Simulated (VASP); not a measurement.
Input of a VASP 6.6.1 run:

Contents of INCAR:

```
PREC = Accurate
ENCUT = 520
EDIFF = 1E-6
ISMEAR = 0
SIGMA = 0.03
LREAL = Auto
LASPH = True
NELM = 80
ALGO = Normal
ISIF = 2
LWAVE = False
LCHARG = False
GGA = RE
IVDW = 12
NBANDS = 268
```

File KPOINTS:

```
regular mesh
0
Gamma
  1 1 1
```

The input POSCAR:

```
Ge32H19N
1.0
    8.0016200000      8.0016200000      0.0000000000
   -8.0016200000      8.0016200000      0.0000000000
    0.0000000000      0.0000000000     20.9129000000
Ge H N
32 19 1
Direct
   -0.3140265300      0.3109589600      0.3422215800
   -0.1932265300     -0.3220955700      0.3427282900
    0.0439511100     -0.0542962900      0.3643328900
    0.3120354100      0.1838665000      0.3426609500
   -0.0338037500     -0.4697666600      0.3828234500
    0.2039114100     -0.2055432800      0.3496382000
    0.4666291900      0.0315199800      0.3828993800
    0.5291078100     -0.5398707600      0.3831886300
   -0.1229138700      0.3855728000      0.3029960600
   -0.1218800900     -0.1321514600      0.2995752700
    0.1196302400      0.1168401300      0.3030793100
    0.3845050800      0.3741041200      0.3019578400
    0.1139815600     -0.3830706200      0.3033882000
    0.3796227000     -0.1136263000      0.3028374700
    0.6144460500      0.1186966500      0.3036572400
    0.6136939100     -0.3898503900      0.3047312100
   -0.0016775600      0.2515248200      0.2349168200
    0.0033902100     -0.2545517500      0.2287860900
    0.2516011500     -0.0000707800      0.2296743200
    0.5021017800      0.2479590900      0.2284534600
    0.2500573100     -0.5017031000      0.2353577600
    0.4995950900     -0.2493661700      0.2354661700
    0.7491875800     -0.0005028300      0.2346429100
    0.7499259900     -0.4988360800      0.2289605200
   -0.1250000000      0.1250000000      0.1644630000
   -0.1250000000     -0.3750000000      0.1644630000
    0.1250000000     -0.1250000000      0.1644630000
    0.3750000000      0.1250000000      0.1644630000
    0.1250000000     -0.6250000000      0.1644630000
    0.3750000000     -0.3750000000      0.1644630000
    0.6250000000     -0.1250000000      0.1644630000
    0.6250000000     -0.6250000000      0.1644630000
   -0.0489780000      0.0489780000      0.1195430000
   -0.2010220000      0.2010220000      0.1195430000
   -0.0489780000     -0.4510220000      0.1195430000
   -0.2010220000     -0.2989780000      0.1195430000
    0.2010220000     -0.2010220000      0.1195430000
    0.0489780000     -0.0489780000      0.1195430000
    0.4510220000      0.0489780000      0.1195430000
    0.2989780000      0.2010220000      0.1195430000
    0.2010220000     -0.7010220000      0.1195430000
    0.0489780000     -0.5489780000      0.1195430000
    0.4510220000     -0.4510220000      0.1195430000
    0.2989780000     -0.2989780000      0.1195430000
    0.7010220000     -0.2010220000      0.1195430000
    0.5489780000     -0.0489780000      0.1195430000
    0.7010220000     -0.7010220000      0.1195430000
    0.5489780000     -0.5489780000      0.1195430000
    0.1005542900     -0.1036277200      0.4375916800
    0.2772766100     -0.1653117600      0.4640496900
    0.1792448300     -0.2744950500      0.4671431600
    0.2014609000     -0.1979839200      0.4440084700
```

Potentials or basis: VASP PAW PBE potentials, release 64 (Ge_d, H, N).

Command:

```bash
$ cat potpaw_PBE.64/Ge_d/POTCAR potpaw_PBE.64/H/POTCAR potpaw_PBE.64/N/POTCAR > POTCAR
$ mpirun -np 1 vasp_gam > vasp.out
```

(1) Estimate the band gap on the k mesh.

(2) Predict the dispersion energy per atom.

(3) What does it give for the largest force?

## Answers

(1) 0.63 eV.

(2) -0.269 eV.

(3) 0.640 eV/Å.

Caveat: the k points lie up to 0.56 Å⁻¹ apart; the PAW data sets were made with another functional, which shifts forces and pressure a little.
